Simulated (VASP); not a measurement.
Here is a VASP 6.6.1 calculation.

Contents of POSCAR:

```
Co
1.0
    0.0000000000      2.3602132806      2.3602132806
    2.3602132806      0.0000000000      2.3602132806
    2.3602132806      2.3602132806      0.0000000000
Co
2
Direct
    0.1250000000      0.1250000000      0.1250000000
    0.8750000000      0.8750000000      0.8750000000
```

Contents of INCAR.step1:

```
PREC = Accurate
ENCUT = 520
ISMEAR = -1
SIGMA = 0.1
LREAL = False
LASPH = True
NELM = 80
NBANDS = 16
GGA = PE
ALGO = Normal
EDIFF = 1E-4
LWAVE = True
LCHARG = False
```

The input INCAR.step2:

```
PREC = Accurate
ENCUT = 520
EDIFF = 1E-6
ISMEAR = -1
SIGMA = 0.1
LREAL = False
LASPH = True
NELM = 80
ALGO = Normal
ISIF = 2
LWAVE = False
LCHARG = False
METAGGA = R2SCAN
LMIXTAU = True
NBANDS = 16
ISTART = 1
```

KPOINTS

```
Automatic mesh
0
Gamma
  13 13 13
```

Potentials or basis: VASP PAW PBE potentials, release 64 (Co).

Run with:

```bash
$ cat potpaw_PBE.64/Co/POTCAR > POTCAR
$ cp INCAR.step1 INCAR
$ mpirun -np 1 vasp_std > vasp.out
$ cp INCAR.step2 INCAR
$ mpirun -np 1 vasp_std > vasp.out
```

Question: Predict the pressure.

Answer: 14.0 GPa.

Question: Predict the band gap on the k mesh.

Answer: Zero (bands 9 and 10 overlap by 1.01 eV).

Caveat: the cell stands under pressure; the PAW data sets were made with another functional, which shifts forces and pressure a little; the run has no spin polarisation, though such a crystal can be magnetic. Spin polarisation is off, so any magnetic state and its effect on volume and gap are missing.
